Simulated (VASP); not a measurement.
Here is a VASP 6.6.1 calculation.

The input INCAR:

```
SYSTEM = Li2S
PREC     = Accurate       ! precision mode
ENCUT    = 750            ! plane-wave cutoff, eV
EDIFF    = 1E-6           ! SCF threshold, eV
ISMEAR   = 0              ! smearing method
SIGMA    = 0.05           ! smearing width, eV
LREAL    = .FALSE.        ! projectors in reciprocal space
LASPH    = .TRUE.         ! aspherical terms in the spheres
NELM     = 120            ! most SCF steps
ALGO     = Normal         ! electronic algorithm
ISIF     = 2              ! what is computed and relaxed
LWAVE    = .FALSE.        ! write WAVECAR
LCHARG   = .FALSE.        ! write CHGCAR
GGA      = PS             ! functional
IVDW     = 12             ! dispersion correction
NBANDS   = 13             ! bands
GGA_COMPAT= .FALSE.
```

KPOINTS

```
regular mesh
0
G
  8 8 8
  0 0 0
```

Contents of POSCAR:

```
Li2S
1.0
    0.0000000000      2.8102608241      2.8102608241
    2.8102608241      0.0000000000      2.8102608241
    2.8102608241      2.8102608241      0.0000000000
Li S
2 1
Direct
    0.2500000000      0.2500000000      0.2500000000
    0.7500000000      0.7500000000      0.7500000000
    0.0000000000      0.0000000000      0.0000000000
```

Potentials or basis: VASP PAW PBE potentials, release 64 (Li_sv, S).

The run is started by

```sh
$ cat potpaw_PBE.64/Li_sv/POTCAR potpaw_PBE.64/S/POTCAR > POTCAR
$ mpirun -np 1 vasp_std > vasp.out
```

Question: Predict the pressure.

Answer: -1.8 GPa.

Question: Predict the band gap on the k mesh.

Answer: 3.19 eV, indirect (least direct gap 4.31 eV).

Question: What does it give for the dispersion energy per atom?

Answer: -0.234 eV.

Caveat: the PAW data sets were made with another functional, which shifts forces and pressure a little. A k mesh can miss the band edges.
